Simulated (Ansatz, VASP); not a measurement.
**One calculation of Ir, two programs**

INCAR

```
PREC = Accurate
ENCUT = 500
EDIFF = 1E-6
ISMEAR = -1
SIGMA = 0.005
LREAL = False
LASPH = True
NELM = 120
ALGO = Normal
ISIF = 2
LWAVE = False
LCHARG = True
GGA = PE
LELF = True
LVHAR = True
NBANDS = 20
GGA_COMPAT = False
```

Contents of KPOINTS:

```
Automatic mesh
0
Gamma
  8 8 11
```

File POSCAR:

```
Ir
1.0
    4.3118554429      0.0000000000      0.0000000000
   -2.1559277214      3.7341763510      0.0000000000
    0.0000000000      0.0000000000      2.6494535959
Ir
3
Direct
    0.0000000000      0.0000000000      0.0000000000
    0.3333333333      0.6666666667      0.5000000000
    0.6666666667      0.3333333333      0.5000000000
```

Input for Ansatz:

```yaml
crystal:
  lattice:
    - [4.3118554429, 0.0, 0.0]
    - [-2.1559277214, 3.734176351, 0.0]
    - [0.0, 0.0, 2.6494535959]
  atoms:
    - { symbol: Ir, position: [0.0, 0.0, 0.0] }
    - { symbol: Ir, position: [0.3333333333, 0.6666666667, 0.5] }
    - { symbol: Ir, position: [0.6666666667, 0.3333333333, 0.5] }
kpoints:
  mp_grid: { grid: [8, 8, 11] }
scf:
  occupations: { method: fermi_dirac, width: 0.005 }
hamiltonian:
  xc: pbe
  pseudopotentials: { kind: all_electron, lapw: { basis_error: 0.001 } }
output:
  forces: true
  stress: true
  eigenvalues: true
  populations: true
```

Alike in both runs: task single point; functional PBE; k mesh 8 × 8 × 11; occupations fermi-dirac, width 0.005 eV; no spin polarisation.

```csv
,VASP,Ansatz
version,VASP 6.6.1,Ansatz 0.2.0
potentials or method,"VASP PAW PBE potentials, release 64 (Ir), cutoff 500 eV","all-electron LAPW, scalar-relativistic"
```

VASP gave:

```
gap on the k mesh at the Fermi level (eV)                     : none
pressure (GPa)                                                : 19.0
traceless stress, the component that is largest in VASP (GPa) : -0.37
```

**Question.** Which values does Ansatz return?

**Answer.** gap on the k mesh at the Fermi level (eV): none; pressure (GPa): 18.4; traceless stress, the component that is largest in VASP (GPa): -0.19.

A gap of «none» marks a metal or a gap that the smearing closes. Ansatz ran all-electron here, and VASP with PAW potentials.

Spin-orbit coupling is off throughout.
